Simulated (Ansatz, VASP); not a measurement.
# Al3BSb2 in VASP and in Ansatz

```
CELL_PARAMETERS angstrom
2.45967 1.42009 5.46356
-2.45967 1.42009 5.46356
0.00000 -2.84019 5.46356
ATOMIC_POSITIONS crystal
Al 0.86392 0.86392 0.86392
Al 0.13608 0.13608 0.13608
Al 0.50000 0.50000 0.50000
B 0.00000 0.00000 0.00000
Sb 0.68408 0.68408 0.68408
Sb 0.31592 0.31592 0.31592
```

Alike in both runs: functional PBE; k mesh 4 × 4 × 4; occupations gaussian, width 0.2 eV; no spin polarisation.

Ansatz relaxed the structure, and its values are those at the end. VASP's run is a single point on that final structure, the one shown.

```csv
,VASP,Ansatz
version,VASP 6.6.1,Ansatz 0.2.0
potentials or method,"VASP PAW PBE potentials, release 64 (Al, B, Sb), cutoff 500 eV","scalar-relativistic, plane waves, PAW"
valence electrons in the cell,22,42
```

Ansatz gave:

- gap on the k mesh at the Fermi level (eV): none
- pressure (GPa): -0.2
- rms of the force components (eV/Å): 0.017

What did VASP give for the same quantities?

gap on the k mesh at the Fermi level (eV): none; pressure (GPa): -0.2; rms of the force components (eV/Å): 0.018.

A gap of «none» marks a metal or a gap that the smearing closes. The functional is the same, so the differences come from potentials, cutoffs and numerics. VASP's potentials hold 22 valence electrons a cell and Ansatz's 42, so a difference there can come from the potentials and not from the codes.

The k mesh is coarse, so the values compare programs but aren't converged. Neither program's run includes spin-orbit coupling.
